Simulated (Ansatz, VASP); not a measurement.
## Two plane-wave programs on TaN

The input INCAR:

```
PREC = Accurate
ENCUT = 520
EDIFF = 1E-6
ISMEAR = 0
SIGMA = 0.15
LREAL = False
LASPH = True
NELM = 80
ALGO = Normal
ISIF = 2
LWAVE = False
LCHARG = False
GGA = PS
NBANDS = 24
```

File KPOINTS:

```
Automatic mesh
0
Gamma
  14 14 10
```

File POSCAR:

```
TaN
1.0
    0.0000000000     -2.1874436362     -2.1874436362
    0.0000000000      2.1874436362     -2.1874436362
    4.3748872723      0.0000000000      0.0000000000
Ta N
2 2
Direct
    0.5474335804      0.4525664196      0.0000000000
   -0.0474335804      0.0474335804      0.5000000000
    0.4478843715      0.5521156285      0.5000000000
    0.0521156285     -0.0521156285      0.0000000000
```

Input for Ansatz:

```yaml
crystal:
  lattice:
    - [0.0, -2.1874436362, -2.1874436362]
    - [0.0, 2.1874436362, -2.1874436362]
    - [4.3748872723, 0.0, 0.0]
  atoms:
    - { symbol: Ta, position: [0.5474335804, 0.4525664196, 0.0] }
    - { symbol: Ta, position: [-0.0474335804, 0.0474335804, 0.5] }
    - { symbol: "N", position: [0.4478843715, 0.5521156285, 0.5] }
    - { symbol: "N", position: [0.0521156285, -0.0521156285, 0.0] }
basis:
  ecutwfc: 520.0
kpoints:
  mp_grid: { grid: [14, 14, 10] }
hamiltonian:
  xc: pbesol
  pseudopotentials: { kind: paw, azcp: { folder: soft_1 } }
scf:
  occupations: { method: gaussian, width: 0.15 }
output:
  forces: true
  stress: true
  eigenvalues: true
```

Change from the starting cell: mode 1 frozen in at +0.000 Å and mode 2 at -0.228 Å (largest displacements).

Alike in both runs: task single point; functional PBEsol; k mesh 14 × 14 × 10; occupations gaussian, width 0.15 eV; no spin polarisation.

|  | VASP | Ansatz |
| --- | --- | --- |
| version | VASP 6.6.1 | Ansatz 0.2.0 |
| potentials or method | VASP PAW PBE potentials, release 64 (Ta_pv, N), cutoff 520 eV | scalar-relativistic, plane waves, PAW |
| valence electrons in the cell | 32 | 36 |

```tsv
	VASP	Ansatz	Ansatz less VASP
gap on the k mesh at the Fermi level (eV)	none	none	-
pressure (GPa)	2.1	0.9	-1.18
traceless stress, the component that is largest in VASP (GPa)	12.66	12.47	-0.188
rms of the force components (eV/Å)	0.485	0.495	+0.0095
```

VASP's potentials were made for PBE, not for PBEsol, and Ansatz warns of the same on its side. Atom by atom the forces differ by 0.010 eV/Å (rms over components). A gap of «none» marks a metal or a gap that the smearing closes. VASP's potentials hold 32 valence electrons a cell and Ansatz's 36, so a difference there can come from the potentials and not from the codes.

Neither program's run includes spin-orbit coupling.
